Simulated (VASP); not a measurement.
Write the native input for VASP 6.6.1 that does the following.

```yaml
Task: single point
Functional: r2SCAN
Potentials_or_basis: VASP PAW PBE potentials, release 64 (Mg)
Cutoff: 520 eV
k_mesh: 18 × 18 × 18
Occupations: gaussian, width 0.05 eV
Spin: no spin polarisation
Dipole_correction: no
Further_INCAR_settings: ALGO = Normal; EDIFF = 1e-06; NBANDS = 7
```

Crystal: Mg.

```
CELL_PARAMETERS angstrom
-1.77934 1.77934 1.77934
1.77934 -1.77934 1.77934
1.77934 1.77934 -1.77934
ATOMIC_POSITIONS crystal
Mg 0.00000 0.00000 0.00000
```

One way to write it, as run:

POSCAR

```
Mg
1.0
   -1.7793446683      1.7793446683      1.7793446683
    1.7793446683     -1.7793446683      1.7793446683
    1.7793446683      1.7793446683     -1.7793446683
Mg
1
Direct
    0.0000000000      0.0000000000      0.0000000000
```

INCAR.step1

```
SYSTEM = Mg
  ALGO = Normal
  EDIFF = 1E-4
  ENCUT = 520
  GGA = PE
  ISMEAR = 0
  LASPH = .TRUE.
  LCHARG = .FALSE.
  LREAL = .FALSE.
  LWAVE = .TRUE.
  NBANDS = 7
  NELM = 60
  PREC = Accurate
  SIGMA = 0.05
```

INCAR.step2

```
SYSTEM = Mg
  ALGO = Normal
  EDIFF = 1E-6
  ENCUT = 520
  ISIF = 2
  ISMEAR = 0
  ISTART = 1
  LASPH = .TRUE.
  LCHARG = .FALSE.
  LMIXTAU = .TRUE.
  LREAL = .FALSE.
  LWAVE = .FALSE.
  METAGGA = R2SCAN
  NBANDS = 7
  NELM = 60
  PREC = Accurate
  SIGMA = 0.05
```

KPOINTS

```
k-points
0
G
  18 18 18
  0 0 0
```

Potentials or basis: VASP PAW PBE potentials, release 64 (Mg).

Command:

```sh
$ cat potpaw_PBE.64/Mg/POTCAR > POTCAR
$ cp INCAR.step1 INCAR
$ mpirun -np 1 vasp_std > vasp.out
$ cp INCAR.step2 INCAR
$ mpirun -np 1 vasp_std > vasp.out
```

Results of the run:

```yaml
Pressure: -0.3 GPa
Band_gap_on_the_k_mesh: zero (band 1 reaches 6.92 eV, above the bottom of band 2 at 1.90 eV)
```

Caveat: the PAW data sets were made with another functional, which shifts forces and pressure a little.

It took 49 s on 1 thread of Intel(R) Xeon(R) Platinum 8488C (Sapphire Rapids) (shared host), peak memory 0.16 GiB.
